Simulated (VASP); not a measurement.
Set up this calculation in VASP 6.6.1, as the native input.

* Task: single point
* Functional: PBE
* Potentials or basis: VASP PAW PBE potentials, release 64 (Zn, Cu)
* Cutoff: 520 eV
* k mesh: 18 × 18 × 2
* Occupations: gaussian, width 0.1 eV
* Spin: no spin polarisation
* Dipole correction: no
* Further INCAR settings: ALGO = Fast; EDIFF = 1e-06; NBANDS = 56

The structure of ZnCu lies in POSCAR:

```
ZnCu
1.0
    2.6643138853      0.0000000000      0.0000000000
   -1.3321569427      2.3073635083      0.0000000000
    0.0000000000      0.0000000000     17.7873235841
Zn Cu
4 4
Direct
    0.3333333333      0.6666666667      0.1753828239
    0.6666666667      0.3333333333      0.6753828239
    0.3333333333      0.6666666667      0.3246171761
    0.6666666667      0.3333333333      0.8246171761
    0.3333333333      0.6666666667      0.5572134129
    0.6666666667      0.3333333333      0.0572134129
    0.3333333333      0.6666666667      0.9427865871
    0.6666666667      0.3333333333      0.4427865871
```

The input as run:

INCAR

```
PREC     = Accurate       # precision mode
ENCUT    = 520            # plane-wave cutoff, eV
EDIFF    = 1E-6           # SCF threshold, eV
ISMEAR   = 0              # smearing method
SIGMA    = 0.1            # smearing width, eV
LREAL    = F              # projectors in reciprocal space
LASPH    = T              # aspherical terms in the spheres
NELM     = 100            # most SCF steps
ALGO     = Fast           # electronic algorithm
ISIF     = 2              # what is computed and relaxed
LWAVE    = F              # write WAVECAR
LCHARG   = F              # write CHGCAR
GGA      = PE             # functional
NBANDS   = 56             # bands
```

KPOINTS

```
regular mesh
0
Gamma
  18 18 2
```

Potentials or basis: VASP PAW PBE potentials, release 64 (Zn, Cu).

Launch:

```console
$ cat potpaw_PBE.64/Zn/POTCAR potpaw_PBE.64/Cu/POTCAR > POTCAR
$ mpirun -np 1 vasp_std > vasp.out
```

Results of the run:

```json
{"Pressure": "-0.2 GPa", "Largest force": "0.015 eV/Å", "Band gap on the k mesh": "zero (bands 46 and 47 overlap by 4.06 eV)"}
```

Run time: 8.4 min on 1 thread of Intel(R) Xeon(R) Platinum 8488C (Sapphire Rapids), with other jobs on the host, peak memory 0.46 GiB.
